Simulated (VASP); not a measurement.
# CdS (P6_3mc) in VASP: a series of runs, part 2 of 2

VASP 6.6.1. The steps go on from the part before.

### Step 4. Relaxation of cell and atoms, PBE, target pressure 4 GPa, at which the enthalpy is minimised

This run uses another cell than the first one, of 24.35 Å³/atom.

Contents of INCAR:

```
ALGO     = Normal         # electronic algorithm
EDIFF    = 1E-7           # SCF threshold, eV
EDIFFG   = -0.008         # ionic threshold
ENCUT    = 600            # plane-wave cutoff, eV
GGA      = PE             # functional
IBRION   = 2              # ionic algorithm
ISIF     = 3              # what is computed and relaxed
ISMEAR   = 0              # smearing method
LASPH    = True           # aspherical terms in the spheres
LCHARG   = False          # write CHGCAR
LREAL    = False          # projectors in reciprocal space
LWAVE    = False          # write WAVECAR
NELM     = 60             # most SCF steps
NSW      = 70             # ionic steps
PREC     = Accurate       # precision mode
PSTRESS  = 40.0         
SIGMA    = 0.02           # smearing width, eV
```

Contents of KPOINTS:

```
k-points
0
Gamma
  9 9 4
```

Contents of POSCAR:

```
CdS
1.0
    4.1039105803      0.0000000000      0.0000000000
   -2.0519552902      3.5540908174      0.0000000000
    0.0000000000      0.0000000000      6.6780317648
Cd S
2 2
Direct
    0.6666666667      0.3333333333      0.5002307362
    0.3333333333      0.6666666667      0.0002307362
    0.6666666667      0.3333333333      0.8767692638
    0.3333333333      0.6666666667      0.3767692638
```

Command:

```sh
cat potpaw_PBE.64/Cd/POTCAR potpaw_PBE.64/S/POTCAR > POTCAR
mpirun -np 1 vasp_std > vasp.out
```

Wall time 2.4 min (1 thread of Intel Xeon Platinum 8488C (Sapphire Rapids), shared host); peak memory 0.3 GiB.

Results (log left out):

```yaml
Free_energy: -12.2203 eV
Relaxed_volume: 24.52 Å³/atom
Relaxed_cell: a = 4.114 Å, b = 4.114 Å, c = 6.694 Å, α = 90.00°, β = 90.00°, γ = 120.00°
Space_group_after_relaxing_to_0.1_Å: P6_3mc (No. 186)
Energy_change_on_relaxing_the_run_minimises_the_enthalpy: -4.6 meV/atom
Ionic_steps: 3
Pressure_after_relaxing: 4.0 GPa
Band_gap_on_the_k_mesh: 1.26 eV
```

Forces in eV/Å, atoms in the order of the input:
```
Cd   0.000  0.000  0.003
Cd   0.000  0.000  0.003
S    0.000  0.000 -0.003
S    0.000  0.000 -0.003
```

Step by step:
```
step  energy change (eV)  largest force (eV/Å)  pressure (GPa)  volume (Å³)
   1              0.0000                0.0042            4.52        97.40
   2             -0.0284                0.0016            3.71        98.51
   3             -0.0184                0.0026            4.00        98.10
```

Final structure:
```
Cd S
1.0
     4.11356    0.00000    0.00000
    -2.05678    3.56245    0.00000
     0.00000    0.00000    6.69399
Cd S
2 2
Direct
  0.66667 0.33333 0.50025
  0.33333 0.66667 0.00025
  0.66667 0.33333 0.87675
  0.33333 0.66667 0.37675
```

Levels at points of the mesh, in eV from the valence-band top:
| k point | band 16 | band 17 | band 18 | band 19 | band 20 | band 21 |
| --- | --- | --- | --- | --- | --- | --- |
| (0.00, 0.00, 0.00) | -0.05 | 0.00 | 0.00 | 1.26 | 2.82 | 6.48 |
| (0.00, 0.00, 0.50) | -0.40 | -0.40 | -0.40 | 2.89 | 2.89 | 6.21 |

Caveat: the cell is relaxed towards a set pressure, so the run minimises the enthalpy, not the energy.

### Step 5. Relaxation of cell and atoms, PBE, target pressure 1 GPa, at which the enthalpy is minimised

This run uses another cell than the first one, of 25.79 Å³/atom.

Contents of INCAR:

```
PREC     = Accurate       # precision mode
ENCUT    = 600            # plane-wave cutoff, eV
EDIFF    = 1E-6           # SCF threshold, eV
ISMEAR   = 0              # smearing method
SIGMA    = 0.02           # smearing width, eV
LREAL    = F              # projectors in reciprocal space
LASPH    = T              # aspherical terms in the spheres
NELM     = 60             # most SCF steps
ALGO     = Normal         # electronic algorithm
ISIF     = 3              # what is computed and relaxed
LWAVE    = F              # write WAVECAR
LCHARG   = F              # write CHGCAR
GGA      = PE             # functional
IBRION   = 2              # ionic algorithm
NSW      = 70             # ionic steps
EDIFFG   = -0.008         # ionic threshold
PSTRESS  = 10.0
```

Contents of KPOINTS:

```
regular mesh
0
Gamma
  9 9 4
```

Contents of POSCAR:

```
CdS
1.0
    4.1828152353      0.0000000000      0.0000000000
   -2.0914076177      3.6224242531      0.0000000000
    0.0000000000      0.0000000000      6.8084058561
Cd S
2 2
Direct
    0.6666666667      0.3333333333      0.5002641355
    0.3333333333      0.6666666667      0.0002641355
    0.6666666667      0.3333333333      0.8767358645
    0.3333333333      0.6666666667      0.3767358645
```

Command:

```sh
cat potpaw_PBE.64/Cd/POTCAR potpaw_PBE.64/S/POTCAR > POTCAR
mpirun -np 1 vasp_std > vasp.out
```

Run time: 2.2 min. Hardware: 1 thread of Intel Xeon Platinum 8488C (Sapphire Rapids), shared host; peak memory 0.31 GiB.

Results (log left out):

* Free energy: -12.2936 eV
* Relaxed volume: 25.70 Å³/atom
* Relaxed cell: a = 4.178 Å, b = 4.178 Å, c = 6.800 Å, α = 90.00°, β = 90.00°, γ = 120.00°
* Space group after relaxing (to 0.1 Å): P6_3mc (No. 186)
* Energy change on relaxing (the run minimises the enthalpy): +0.5 meV/atom
* Ionic steps: 3
* Pressure after relaxing: 1.0 GPa
* Band gap on the k mesh: 1.14 eV

The path:
| step | energy change (eV) | largest force (eV/Å) | pressure (GPa) | volume (Å³) |
| --- | --- | --- | --- | --- |
| 1 | 0.0000 | 0.0004 | 0.78 | 103.16 |
| 2 | 0.0030 | 0.0002 | 1.07 | 102.64 |
| 3 | 0.0021 | 0.0002 | 1.01 | 102.78 |

Final structure:
```
Cd S
1.0
     4.17772    0.00000    0.00000
    -2.08886    3.61801    0.00000
     0.00000    0.00000    6.79996
Cd S
2 2
Direct
  0.66667 0.33333 0.50026
  0.33333 0.66667 0.00026
  0.66667 0.33333 0.87674
  0.33333 0.66667 0.37674
```

Levels at points of the mesh, in eV from the valence-band top:
```
           k point  band 14  band 15  band 16  band 17  band 18  band 19  band 20  band 21  band 22
(0.00, 0.00, 0.00)    -0.71    -0.71    -0.04     0.00     0.00     1.14     2.76     6.48     6.48
(0.00, 0.00, 0.50)    -2.40    -0.37    -0.37    -0.37    -0.37     2.79     2.79     6.15     6.15
```

Caveat: the cell is relaxed towards a set pressure, so the run minimises the enthalpy, not the energy.

### Step 6. The runs side by side

| cell | gap on the mesh (eV) | pressure (GPa) |
| --- | --- | --- |
| relaxed to 25 GPa from a = 3.874, b = 3.874, c = 6.320 Å, angles 90.0, 90.0, 120.0°, 4 atoms, atomic positions A | 1.40 | 25.0 |
| relaxed to 12 GPa from a = 3.999, b = 3.999, c = 6.509 Å, angles 90.0, 90.0, 120.0°, 4 atoms, atomic positions B | 1.45 | 12.0 |
| relaxed to 4 GPa from a = 4.104, b = 4.104, c = 6.678 Å, angles 90.0, 90.0, 120.0°, 4 atoms, atomic positions C | 1.26 | 4.0 |
| relaxed to 1 GPa from a = 4.183, b = 4.183, c = 6.808 Å, angles 90.0, 90.0, 120.0°, 4 atoms, atomic positions B | 1.14 | 1.0 |

Alike in all rows: task relaxation of cell and atoms; level PBE; potentials or basis VASP PAW PBE potentials, release 64 (Cd, S); no spin polarisation; k mesh 9 × 9 × 4; cutoff (eV) 600; smearing gaussian 0.02 eV.

Caveats: the cell is relaxed towards a set pressure, so the run minimises the enthalpy, not the energy.

Total energies depend on the potentials used, so only differences within one code and one set of settings carry meaning.
